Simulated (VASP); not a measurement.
Input of a VASP 6.6.1 run:

INCAR

```
PREC     = Accurate       # precision mode
ENCUT    = 600            # plane-wave cutoff, eV
EDIFF    = 1E-6           # SCF threshold, eV
ISMEAR   = -1             # smearing method
SIGMA    = 0.1            # smearing width, eV
LREAL    = F              # projectors in reciprocal space
LASPH    = T              # aspherical terms in the spheres
NELM     = 60             # most SCF steps
ALGO     = Normal         # electronic algorithm
ISIF     = 3              # what is computed and relaxed
LWAVE    = F              # write WAVECAR
LCHARG   = F              # write CHGCAR
GGA      = PS             # functional
IBRION   = 2              # ionic algorithm
NSW      = 80             # ionic steps
EDIFFG   = -0.01          # ionic threshold
```

Contents of KPOINTS:

```
Automatic mesh
0
Gamma
  13 13 13
```

File POSCAR:

```
Ge
1.0
   -1.6879910177      1.6879910177      1.6879910177
    1.6879910177     -1.6879910177      1.6879910177
    1.6879910177      1.6879910177     -1.6879910177
Ge
1
Direct
    0.0000000000      0.0000000000      0.0000000000
```

Potentials or basis: VASP PAW PBE potentials, release 64 (Ge_d).

Command:

```console
$ cat potpaw_PBE.64/Ge_d/POTCAR > POTCAR
$ mpirun -np 1 vasp_std > vasp.out
```

(1) What does it give for the relaxed volume?

(2) Predict the relaxed cell.

(3) Predict the space group after relaxing (to 0.05 Å).

## Answers

(1) 18.33 Å³/atom.

(2) a = 2.877 Å, b = 2.877 Å, c = 2.877 Å, α = 109.47°, β = 109.47°, γ = 109.47°.

(3) Im-3m (No. 229).

Caveat: the PAW data sets were made with another functional, which shifts forces and pressure a little.
